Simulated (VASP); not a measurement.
## Tc: single point with PBEsol

Tc:

```xyz
2
Lattice="2.6724 0.0000 0.0000 -1.3362 2.3143 0.0000 0.0000 0.0000 4.2877" Properties=species:S:1:pos:R:3 pbc="T T T"
Tc    1.3362    0.7714    3.2158
Tc    0.0000    1.5429    1.0719
```

| Item | Value |
| --- | --- |
| Program | VASP 6.6.1 |
| Task | single point |
| Functional | PBEsol |
| Potentials or basis | VASP PAW PBE potentials, release 64 (Tc_pv) |
| Cutoff | 520 eV |
| k mesh | 11 × 11 × 6 |
| Occupations | fermi-dirac, width 0.05 eV |
| Spin | no spin polarisation |
| Dipole correction | no |
| Further INCAR settings | ALGO = Normal; EDIFF = 1e-06; NBANDS = 20 |

```yaml
Pressure: 19.3 GPa
Band_gap_on_the_k_mesh: zero (bands 13 and 14 overlap by 3.49 eV)
```

Levels at points of the mesh, in eV from the Fermi level:
| k point | band 11 | band 12 | band 13 | band 14 | band 15 | band 16 |
| --- | --- | --- | --- | --- | --- | --- |
| (0.00, 0.00, 0.00) | -1.67 | -0.94 | -0.94 | -0.14 | -0.14 | 1.89 |
| (0.00, 0.00, 0.50) | -1.89 | -1.89 | -1.89 | -1.89 | 2.10 | 2.10 |

Wall time 42 s on 1 thread of AMD EPYC 7R13 (shared host), peak memory 0.12 GiB.

Caveat: the cell stands under pressure; the PAW data sets were made with another functional, which shifts forces and pressure a little.
